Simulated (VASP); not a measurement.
A run of VASP 6.6.1:

Contents of INCAR:

```
SYSTEM = Ga2Cu
PREC = Accurate ; ENCUT = 520
EDIFF = 1E-6 ; ISMEAR = -1
SIGMA = 0.08 ; LREAL = .False.
LASPH = .True. ; NELM = 60
ALGO = Normal ; ISIF = 2
LWAVE = .False. ; LCHARG = .False.
GGA = PS ; NBANDS = 26
```

The input KPOINTS:

```
regular mesh
0
Gamma
  14 14 7
  0 0 0
```

The input POSCAR:

```
Ga2Cu
1.0
    2.8855042874      0.0000000000      0.0000000000
    0.0000000000      2.8855042874      0.0000000000
    0.0000000000      0.0000000000      5.9535192701
Ga Cu
2 1
Direct
    0.5000000000      0.5000000000      0.2950000000
    0.5000000000      0.5000000000      0.7050000000
    0.0000000000      0.0000000000      0.0000000000
```

Potentials or basis: VASP PAW PBE potentials, release 64 (Ga_d, Cu).

Command:

```sh
$ cat potpaw_PBE.64/Ga_d/POTCAR potpaw_PBE.64/Cu/POTCAR > POTCAR
$ mpirun -np 1 vasp_std > vasp.out
```

Hardware: 1 thread of AMD EPYC 9R45 96-Core Processor (Zen 5), with other jobs on the host.

**Question.** How long does it take, and how much memory?

**Answer.** It took 72 s on 1 thread of AMD EPYC 9R45 96-Core Processor (Zen 5), on a shared host, peak memory 0.27 GiB. Counts: scf iterations 13, k points 144.
